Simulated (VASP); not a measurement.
Write the native input for VASP 6.6.1 that does the following.

```
Task                   : single point
Functional             : PBE
Dispersion             : D3(BJ)
Potentials or basis    : VASP PAW PBE potentials, release 64 (Sb_d_GW)
Cutoff                 : 400 eV
k mesh                 : 9 × 9 × 1
Occupations            : gaussian, width 0.05 eV
Spin                   : no spin polarisation
Dipole correction      : yes
Further INCAR settings : ALGO = Normal; EDIFF = 1e-06; NBANDS = 38; NELMDL = -8
```

The structure of Sb lies in POSCAR:

```
Sb
1.0
    4.0686848921      0.0000000000      0.0000000000
   -2.0343424461      3.5235844766      0.0000000000
    0.0000000000      0.0000000000     20.8000277116
Sb
4
Direct
    0.3333333333      0.6666666667      0.2956733491
    0.6666666667      0.3333333333      0.2163458656
    0.0000000000      1.6666666667      0.5600967399
    0.3333333333      1.3333333333      0.4807692564
```

This cell differs from its parent crystal: layers slid over each other.

These files were run (other wordings do the same):

INCAR

```
SYSTEM = Sb
ALGO = Normal
DIPOL = 0.5 0.5 0.388
EDIFF = 1E-6
ENCUT = 400
GGA = PE
GGA_COMPAT = .FALSE.
IDIPOL = 3
ISIF = 2
ISMEAR = 0
IVDW = 12
LASPH = .TRUE.
LCHARG = .FALSE.
LDIPOL = .TRUE.
LREAL = .FALSE.
LWAVE = .FALSE.
NBANDS = 38
NELM = 120
NELMDL = -8
PREC = Accurate
SIGMA = 0.05
```

KPOINTS

```
k-points
0
G
  9 9 1
  0 0 0
```

Potentials or basis: VASP PAW PBE potentials, release 64 (Sb_d_GW).

The run is started by

```console
$ cat potpaw_PBE.64/Sb_d_GW/POTCAR > POTCAR
$ mpirun -np 1 vasp_std > vasp.out
```

It gave:

The largest force is 0.077 eV/Å, the band gap on the k mesh is 0.87 eV (least direct gap 1.46 eV) and the dispersion energy per atom is -0.291 eV.

Caveat: the cell differs from its parent crystal (layers slid over each other); spin-orbit coupling is left out, which moves the levels of the heavy elements.

Wall time 8.4 min on 1 thread of Intel(R) Xeon(R) Platinum 8488C (Sapphire Rapids) (shared host), peak memory 0.47 GiB.
